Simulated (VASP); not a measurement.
Crystal: Na.

```xyz
4
Lattice="3.7491 0.0000 0.0000 -1.8745 3.2468 0.0000 0.0000 0.0000 12.7023" Properties=species:S:1:pos:R:3 pbc="T T T"
Na    1.8745    1.0823    9.5267
Na    0.0000    0.0000    6.3512
Na    0.0000    2.1645    3.1756
Na    0.0000    0.0000    0.0000
```

This cell differs from its parent crystal: volume scaled by 1.04.

Base run:

```yaml
Program: VASP 6.6.1
Functional: PBEsol
Potentials_or_basis: VASP PAW PBE potentials, release 64 (Na_pv)
Cutoff: 520 eV
k_mesh: 8 × 8 × 3
Occupations: fermi-dirac, width 0.05 eV
Spin: no spin polarisation
```

Its results: band gap on the k mesh zero (band 14 reaches 1.31 eV, above the bottom of band 15 at -2.05 eV); pressure -0.4 GPa.

**Question.** The run is repeated on the same cell with these changes: functional from PBEsol to LDA; potentials or basis from VASP PAW PBE potentials, release 64 (Na_pv) to VASP PAW LDA potentials, release 64 (Na_pv). What comes out?

**Answer.** Band gap on the k mesh zero (band 14 reaches 1.16 eV, above the bottom of band 15 at -2.19 eV); pressure -1.0 GPa.

Caveats: the PAW data sets were made with another functional, which shifts forces and pressure a little (some runs).
